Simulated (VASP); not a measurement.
# KScS2 (P4/nmm) in VASP: further runs

The runs below take KScS2 through single point, with PBE, r2SCAN.

Everything below comes from runs of VASP 6.6.1. Logs are shortened: lines on timing, memory, paths and dates and some standing lists are left out, and cuts for length are marked.

**1. The cell of the first run**

Symmetry: P4/nmm, No. 129, tetragonal system. The conventional cell has a = 3.995 Å, b = 3.995 Å, c = 11.751 Å, α = 90.00°, β = 90.00°, γ = 90.00°. Within 4.0 Å of K (site symmetry 4mm) lie 6 S at 2.93 to 3.40 Å and 8 K at 3.84 to 3.99 Å. Within 3.1 Å of S (site symmetry 4mm) lie 1 Sc at 2.31 Å and 4 K at 2.93 Å. Within 3.5 Å of S (site symmetry 4mm) lie 5 Sc at 2.66 to 2.84 Å and 1 K at 3.39 Å. Sc (site symmetry 4mm) has 6 S at 2.31 to 2.84 Å within 3.1 Å.

**2. Single point, PBE**

Input file INCAR:

```
  ALGO = Normal
  EDIFF = 1E-6
  ENCUT = 520
  GGA = PE
  ISIF = 2
  ISMEAR = 0
  LASPH = T
  LCHARG = T
  LELF = T
  LREAL = F
  LVHAR = T
  LWAVE = F
  NBANDS = 42
  NELM = 80
  PREC = Accurate
  SIGMA = 0.01
```

Input file KPOINTS:

```
k-points
0
Gamma
  6 6 2
```

Input file POSCAR:

```
KScS2
1.0
    3.9948299667      0.0000000000      0.0000000000
    0.0000000000      3.9948299667      0.0000000000
    0.0000000000      0.0000000000     11.7512208830
K S Sc
2 4 2
Direct
    0.5000000000      0.0000000000      0.8892892287
    0.0000000000      0.5000000000      0.1107107713
    0.5000000000      0.0000000000      0.1784198324
    0.0000000000      0.5000000000      0.3988831576
    0.5000000000      0.0000000000      0.6011168424
    0.0000000000      0.5000000000      0.8215801676
    0.5000000000      0.0000000000      0.3751631112
    0.0000000000      0.5000000000      0.6248368888
```

Potentials or basis: VASP PAW PBE potentials, release 64 (K_sv, S, Sc_sv).

Command:

```sh
cat potpaw_PBE.64/K_sv/POTCAR potpaw_PBE.64/S/POTCAR potpaw_PBE.64/Sc_sv/POTCAR > POTCAR
mpirun -np 1 vasp_std > vasp.out
```

OUTCAR:

```text
EDIFF = 1E-6
   ENCUT = 520
   GGA = PE
   ISIF = 2
   ISMEAR = 0
   LASPH = T
   LREAL = F
   NELM = 80
   PREC = Accurate

 ion  position               nearest neighbor table
   1  0.500  0.000  0.889-   6 2.93   6 2.93   6 2.93   6 2.93
   2  0.000  0.500  0.111-   3 2.93   3 2.93   3 2.93   3 2.93
   3  0.500  0.000  0.178-   7 2.31   2 2.93   2 2.93   2 2.93   2 2.93
   4  0.000  0.500  0.399-   8 2.66   7 2.84   7 2.84   7 2.84   7 2.84
   5  0.500  0.000  0.601-   7 2.66   8 2.84   8 2.84   8 2.84   8 2.84
   6  0.000  0.500  0.822-   8 2.31   1 2.93   1 2.93   1 2.93   1 2.93
   7  0.500  0.000  0.375-   3 2.31   5 2.66   4 2.84   4 2.84   4 2.84   4 2.84
   8  0.000  0.500  0.625-   6 2.31   4 2.66   5 2.84   5 2.84   5 2.84   5 2.84

  LATTYP: Found a simple tetragonal cell.
 ALAT       =     3.9948299667
 C/A-ratio  =     2.9416072726

  Lattice vectors:

 A1 = (   3.9948299667,   0.0000000000,   0.0000000000)
 A2 = (   0.0000000000,   3.9948299667,   0.0000000000)
 A3 = (   0.0000000000,   0.0000000000,  11.7512208830)

Analysis of symmetry for initial positions (statically):
=====================================================================
 Subroutine PRICEL returns:
 Original cell was already a primitive cell.

 Routine SETGRP: Setting up the symmetry group for a
 simple tetragonal supercell.

 Subroutine GETGRP returns: Found 16 space group operations
 (whereof  8 operations were pure point group operations)
 out of a pool of 16 trial point group operations.

The static configuration has the point symmetry D_2d.
 The point group associated with its full space group is D_4h.

Analysis of symmetry for dynamics (positions and initial velocities):
=====================================================================
 Subroutine PRICEL returns:
 Original cell was already a primitive cell.

 Routine SETGRP: Setting up the symmetry group for a
 simple tetragonal supercell.

 Subroutine GETGRP returns: Found 16 space group operations
 (whereof  8 operations were pure point group operations)
 out of a pool of 16 trial point group operations.

The dynamic configuration has the point symmetry D_2d.
 The point group associated with its full space group is D_4h.

 Subroutine INISYM returns: Found 16 space group operations
 (whereof  8 operations are pure point group operations),
 and found     1 'primitive' translations

[... 103 lines left out ...]
   EDIFFG = 0.1E-04   stopping-criterion for IOM
   NSW    =      0    number of steps for IOM
   IBRION =     -1    ionic relax: 0-MD 1-quasi-New 2-CG
   NFREE  =      0    steps in history (QN), initial steepest desc. (CG)
   ISIF   =      2    stress and relaxation
   ISYM   =      2    0-nonsym 1-usesym 2-fastsym
   POTIM  = 0.5000    time-step for ionic-motion
   TEBEG  =    0.0;   TEEND  =   0.0 temperature during run
   PSTRESS=    0.0 pullay stress
   NELECT =      64.0000    total number of electrons
   NUPDOWN=      -1.0000    fix difference up-down
   EMIN   =  10.00;   EMAX   =-10.00  energy-range for DOS
   EFERMI =   0.00;   METHOD = LEGACY
   ISMEAR =     0;   SIGMA  =   0.01  broadening in eV -4-tet -1-fermi 0-gaus
   EFERMI_NEDOS =   21; number of points for ismear=-14 and -15
   IALGO  =     38    algorithm
   IMIX   =      4    mixing-type and parameters
     AMIX     =   0.40;   BMIX     =  1.00
     AMIX_MAG =   1.60;   BMIX_MAG =  1.00
  volume/ion in A,a.u.               =      23.44       158.19
  Fermi-wavevector in a.u.,A,eV,Ry     =   1.144041  2.161924 17.807714  1.308830
  Thomas-Fermi vector in A             =   2.280734
   LORBIT       =      0    0 simple, 1 ext, 2 COOP (PROOUT), +10 PAW based schemes
   GGA     = PE    functional components
   LHFCALC =     F    Hartree Fock is set to
   AEXX    =    0.0000 exact exchange contribution
   IVDW    =     0    specifies the selected vdW correction
   LEPSILON=     F    determine dielectric tensor
   LRPA    =     F    only Hartree local field effects (RPA)
 non-spin polarized calculation
 Gauss-broadening in eV      SIGMA  =   0.01
  energy-cutoff  :      520.00
  volume of cell :      187.53
 maximum number of plane-waves:      5115
 NGX is ok and might be reduce to    30
   NGX = 15   NGY = 15   NGZ = 43

 number of electron      64.0000012 magnetization

 Free energy of the ion-electron system (eV)
  ---------------------------------------------------
  ext. energy  EPLUGINS =         0.00000000
  ---------------------------------------------------
  free energy    TOTEN  =       -43.10177093 eV

  energy without entropy =      -43.10177093  energy(sigma->0) =      -43.10177093

 E-fermi :   2.4642     XC(G=0):  -9.1259

 val. band max:        2.2874462639   @ k =   0.0000   0.0000   0.5000
 cond. band min:       2.8651948289   @ k =   0.0000   0.0000   0.0000
 fundamental gap:      0.5777485651
 Fermi energy:         2.4641996913

 k-point     1 :       0.0000    0.0000    0.0000
  band No.  band energies     occupation
      1     -47.1908      2.00000
      2     -47.1886      2.00000
      3     -26.3111      2.00000
      4     -26.2706      2.00000
      5     -25.8586      2.00000
      6     -25.8586      2.00000
[... 889 lines left out ...]
     41       5.5019      0.00000
     42       5.5019      0.00000

------------------------ aborting loop because EDIFF is reached ----------------------------------------

  FORCE on cell =-STRESS in cart. coord.  units (eV):
  Direction    XX          YY          ZZ          XY          YZ          ZX
  --------------------------------------------------------------------------------------
  -------------------------------------------------------------------------------------
  Total        0.7507102      0.7507102      1.2917802      0.0000000     -0.0000000      0.0000000
  in kB        6.4136213      6.4136213     11.0362013      0.0000000     -0.0000000      0.0000000
  external PRESSURE =       7.9544813 kB  Pullay stress =       0.0000000 kB

 VOLUME and BASIS-vectors are now :
 -----------------------------------------------------------------------------
  energy-cutoff  :      520.00
  volume of cell :      187.53
      direct lattice vectors                 reciprocal lattice vectors
     3.994829967  0.000000000  0.000000000     0.250323545  0.000000000  0.000000000
     0.000000000  3.994829967  0.000000000     0.000000000  0.250323545  0.000000000
     0.000000000  0.000000000 11.751220883     0.000000000  0.000000000  0.085097541

 POSITION                                       TOTAL-FORCE (eV/Angst)
 -----------------------------------------------------------------------------------
      1.99741      0.00000     10.45023         0.000000     -0.000000     -0.014940
      0.00000      1.99741      1.30099        -0.000000      0.000000      0.014940
      1.99741      0.00000      2.09665        -0.000000      0.000000     -0.080516
      0.00000      1.99741      4.68736        -0.000000      0.000000     -0.025132
      1.99741      0.00000      7.06386         0.000000     -0.000000      0.025132
      0.00000      1.99741      9.65457        -0.000000      0.000000      0.080516
      1.99741      0.00000      4.40862        -0.000000     -0.000000      0.099019
      0.00000      1.99741      7.34260        -0.000000      0.000000     -0.099019
 -----------------------------------------------------------------------------------
    total drift:                                0.000000      0.000000      0.000000

  FREE ENERGIE OF THE ION-ELECTRON SYSTEM (eV)
  ---------------------------------------------------
  free  energy   TOTEN  =       -43.1017709272 eV

  energy  without entropy=      -43.1017709272  energy(sigma->0) =      -43.10177093
```

Wall time 3.3 min (1 thread of Intel Xeon Platinum 8259CL at 2.50GHz (Skylake/Cascade Lake), shared host); peak memory 0.34 GiB.

Results:

```yaml
Free_energy: -43.1018 eV
Pressure: 0.8 GPa
Largest_force: 0.099 eV/Å
Band_gap_on_the_k_mesh: 0.58 eV
```

Forces in eV/Å, atoms in the order of the input:
```
K    0.000  0.000 -0.015
K    0.000  0.000  0.015
S    0.000  0.000 -0.081
S    0.000  0.000 -0.025
S    0.000  0.000  0.025
S    0.000  0.000  0.081
Sc   0.000  0.000  0.099
Sc   0.000  0.000 -0.099
```

Levels at points of the mesh, in eV from the valence-band top:
```csv
k point,band 28,band 29,band 30,band 31,band 32,band 33,band 34,band 35,band 36,band 37
"(0.00, 0.00, 0.00)",-0.44,-0.21,-0.21,-0.02,-0.02,0.58,1.20,1.90,2.17,2.60
"(0.50, 0.00, 0.00)",-1.37,-1.02,-1.02,-0.42,-0.42,2.68,2.68,2.80,2.80,2.82
"(0.50, 0.50, 0.00)",-1.26,-1.05,-1.05,-0.85,-0.85,2.26,2.26,2.90,2.90,2.97
"(0.00, 0.00, 0.50)",-0.71,-0.23,-0.23,0.00,0.00,0.58,1.20,1.90,2.17,2.62
"(0.50, 0.00, 0.50)",-1.56,-0.86,-0.86,-0.42,-0.42,2.64,2.64,2.80,2.80,2.81
"(0.50, 0.50, 0.50)",-1.28,-1.14,-1.14,-0.83,-0.83,2.33,2.33,2.90,2.90,2.91
```

**3. Single point, r2SCAN**

POSCAR is that of step 2.

Input file INCAR.step1:

```
ALGO     = Normal         # electronic algorithm
EDIFF    = 1E-4           # SCF threshold, eV
ENCUT    = 520            # plane-wave cutoff, eV
GGA      = PE             # functional
ISMEAR   = 0              # smearing method
LASPH    = True           # aspherical terms in the spheres
LCHARG   = False          # write CHGCAR
LREAL    = False          # projectors in reciprocal space
LWAVE    = True           # write WAVECAR
NBANDS   = 42             # bands
NELM     = 100            # most SCF steps
PREC     = Accurate       # precision mode
SIGMA    = 0.01           # smearing width, eV
```

Input file INCAR.step2:

```
ALGO     = Normal         # electronic algorithm
EDIFF    = 1E-6           # SCF threshold, eV
ENCUT    = 520            # plane-wave cutoff, eV
ISIF     = 2              # what is computed and relaxed
ISMEAR   = 0              # smearing method
ISTART   = 1            
LASPH    = True           # aspherical terms in the spheres
LCHARG   = False          # write CHGCAR
LMIXTAU  = True         
LREAL    = False          # projectors in reciprocal space
LWAVE    = False          # write WAVECAR
METAGGA  = R2SCAN         # meta-GGA
NBANDS   = 42             # bands
NELM     = 100            # most SCF steps
PREC     = Accurate       # precision mode
SIGMA    = 0.01           # smearing width, eV
```

KPOINTS is that of step 2.

Potentials or basis: VASP PAW PBE potentials, release 64 (K_sv, S, Sc_sv).

Command:

```sh
cat potpaw_PBE.64/K_sv/POTCAR potpaw_PBE.64/S/POTCAR potpaw_PBE.64/Sc_sv/POTCAR > POTCAR
cp INCAR.step1 INCAR
mpirun -np 1 vasp_std > vasp.out
cp INCAR.step2 INCAR
mpirun -np 1 vasp_std > vasp.out
```

OUTCAR:

```text
EDIFF = 1E-6
   ENCUT = 520
   ISIF = 2
   ISMEAR = 0
   ISTART = 1
   LASPH = True
   LREAL = False
   METAGGA = R2SCAN
   NELM = 100
   PREC = Accurate

 ion  position               nearest neighbor table
   1  0.500  0.000  0.889-   6 2.93   6 2.93   6 2.93   6 2.93
   2  0.000  0.500  0.111-   3 2.93   3 2.93   3 2.93   3 2.93
   3  0.500  0.000  0.178-   7 2.31   2 2.93   2 2.93   2 2.93   2 2.93
   4  0.000  0.500  0.399-   8 2.66   7 2.84   7 2.84   7 2.84   7 2.84
[... 1112 lines left out ...]
  Total        0.1481121      0.1481121      0.3676709      0.0000000      0.0000000     -0.0000000
  in kB        1.2653818      1.2653818      3.1411617      0.0000000      0.0000000     -0.0000000
  external PRESSURE =       1.8906418 kB  Pullay stress =       0.0000000 kB

 VOLUME and BASIS-vectors are now :
 -----------------------------------------------------------------------------
  energy-cutoff  :      520.00
  volume of cell :      187.53
      direct lattice vectors                 reciprocal lattice vectors
     3.994829967  0.000000000  0.000000000     0.250323545  0.000000000  0.000000000
     0.000000000  3.994829967  0.000000000     0.000000000  0.250323545  0.000000000
     0.000000000  0.000000000 11.751220883     0.000000000  0.000000000  0.085097541

 POSITION                                       TOTAL-FORCE (eV/Angst)
 -----------------------------------------------------------------------------------
      1.99741      0.00000     10.45023         0.000000      0.000000      0.009884
      0.00000      1.99741      1.30099        -0.000000      0.000000     -0.009884
      1.99741      0.00000      2.09665         0.000000     -0.000000     -0.050693
      0.00000      1.99741      4.68736         0.000000      0.000000     -0.016087
      1.99741      0.00000      7.06386         0.000000     -0.000000      0.016087
      0.00000      1.99741      9.65457         0.000000      0.000000      0.050693
      1.99741      0.00000      4.40862        -0.000000      0.000000      0.043479
      0.00000      1.99741      7.34260         0.000000     -0.000000     -0.043479
 -----------------------------------------------------------------------------------
    total drift:                                0.000000      0.000000      0.000000

  FREE ENERGIE OF THE ION-ELECTRON SYSTEM (eV)
  ---------------------------------------------------
  free  energy   TOTEN  =       -80.8552647955 eV

  energy  without entropy=      -80.8552647955  energy(sigma->0) =      -80.85526480
```

OUTCAR.step1:

```text
EDIFF = 1E-4
   ENCUT = 520
   GGA = PE
   ISMEAR = 0
[... 1141 lines left out ...]
      1.99741      0.00000      7.06386         0.000000     -0.000000      0.022693
      0.00000      1.99741      9.65457         0.000000     -0.000000      0.075944
      1.99741      0.00000      4.40862         0.000000      0.000000      0.095103
      0.00000      1.99741      7.34260         0.000000      0.000000     -0.095103
 -----------------------------------------------------------------------------------
    total drift:                                0.000000      0.000000      0.000000

  FREE ENERGIE OF THE ION-ELECTRON SYSTEM (eV)
  ---------------------------------------------------
  free  energy   TOTEN  =       -43.1017456090 eV

  energy  without entropy=      -43.1017456090  energy(sigma->0) =      -43.10174561
```

OSZICAR.step1:

```text
N       E                     dE             d eps       ncg     rms          rms(c)
DAV:   1     0.873480304804E+03    0.87348E+03   -0.27572E+04  1680   0.144E+03
DAV:   2     0.775443873340E+02   -0.79594E+03   -0.77489E+03  1768   0.484E+02
DAV:   3    -0.421080798570E+02   -0.11965E+03   -0.11437E+03  2724   0.172E+02
DAV:   4    -0.502710694621E+02   -0.81630E+01   -0.81357E+01  2816   0.472E+01
DAV:   5    -0.506072675444E+02   -0.33620E+00   -0.33578E+00  3040   0.889E+00    0.152E+01
DAV:   6    -0.432272878037E+02    0.73800E+01   -0.18845E+01  2496   0.285E+01    0.861E+00
DAV:   7    -0.431526279245E+02    0.74660E-01   -0.27763E+00  2568   0.812E+00    0.603E+00
DAV:   8    -0.431251018573E+02    0.27526E-01   -0.47366E-01  2624   0.517E+00    0.308E+00
DAV:   9    -0.431528186852E+02   -0.27717E-01   -0.34886E-01  2574   0.544E+00    0.162E+00
DAV:  10    -0.430996537297E+02    0.53165E-01   -0.11871E-01  2598   0.400E+00    0.341E-01
DAV:  11    -0.431013737632E+02   -0.17200E-02   -0.95750E-03  2736   0.503E-01    0.322E-01
DAV:  12    -0.431029646277E+02   -0.15909E-02   -0.40628E-03  2544   0.453E-01    0.196E-01
DAV:  13    -0.431017744424E+02    0.11902E-02   -0.16350E-03  2556   0.382E-01    0.524E-02
DAV:  14    -0.431017456090E+02    0.28833E-04   -0.31360E-04  1912   0.100E-01
   1 F= -.43101746E+02 E0= -.43101746E+02  d E =-.808839E-26
```

Run time: 9.8 min. Hardware: 1 thread of Intel Xeon Platinum 8259CL at 2.50GHz (Skylake/Cascade Lake), shared host; peak memory 0.39 GiB.

Results:

```yaml
Free_energy: -80.8553 eV
Pressure: 0.2 GPa
Largest_force: 0.051 eV/Å
Band_gap_on_the_k_mesh: 0.84 eV
```

Forces on the atoms (eV/Å):
```
K    0.000  0.000  0.010
K    0.000  0.000 -0.010
S    0.000  0.000 -0.051
S    0.000  0.000 -0.016
S    0.000  0.000  0.016
S    0.000  0.000  0.051
Sc   0.000  0.000  0.043
Sc   0.000  0.000 -0.043
```

Caveat: the PAW data sets were made with another functional, which shifts forces and pressure a little. A k mesh can miss the band edges.
